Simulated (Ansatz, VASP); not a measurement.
One calculation of Al2Cu, two programs

```
Al Cu
1.0
    -2.02802    2.02802    2.76905
     2.02802   -2.02802    2.76905
     2.02802    2.02802   -2.76905
Al Cu
2 1
Direct
  0.75000 0.25000 0.50000
  0.25000 0.75000 0.50000
  0.50000 0.50000 0.00000
```

Change from the starting cell: strain +e along x and -e along y +0.0000, strain +e along z and -e/2 along x and y -0.0233.

Alike in both runs: task single point; functional LDA; k mesh 14 × 14 × 14; occupations gaussian, width 0.15 eV; no spin polarisation.

|  | VASP | Ansatz |
| --- | --- | --- |
| version | VASP 6.6.1 | Ansatz 0.2.0 |
| potentials or method | VASP PAW LDA potentials, release 64 (Al, Cu), cutoff 520 eV | scalar-relativistic, plane waves, PAW |
| valence electrons in the cell | 17 | 25 |

Ansatz gave:

| Property | Result |
| --- | --- |
| gap on the k mesh at the Fermi level (eV) | none |
| pressure (GPa) | 0.1 |
| traceless stress, the component that is largest in VASP (GPa) | 2.75 |

Which values does VASP return?

gap on the k mesh at the Fermi level (eV): none; pressure (GPa): 0.5; traceless stress, the component that is largest in VASP (GPa): 2.74.

Ansatz warns that its potentials were made for another functional, while VASP's fit it. LDA's correlation is that of Perdew and Zunger in VASP and of Perdew and Wang (1992) in Ansatz. A gap of «none» marks a metal or a gap that the smearing closes. VASP's potentials hold 17 valence electrons a cell and Ansatz's 25, so a difference there can come from the potentials and not from the codes.
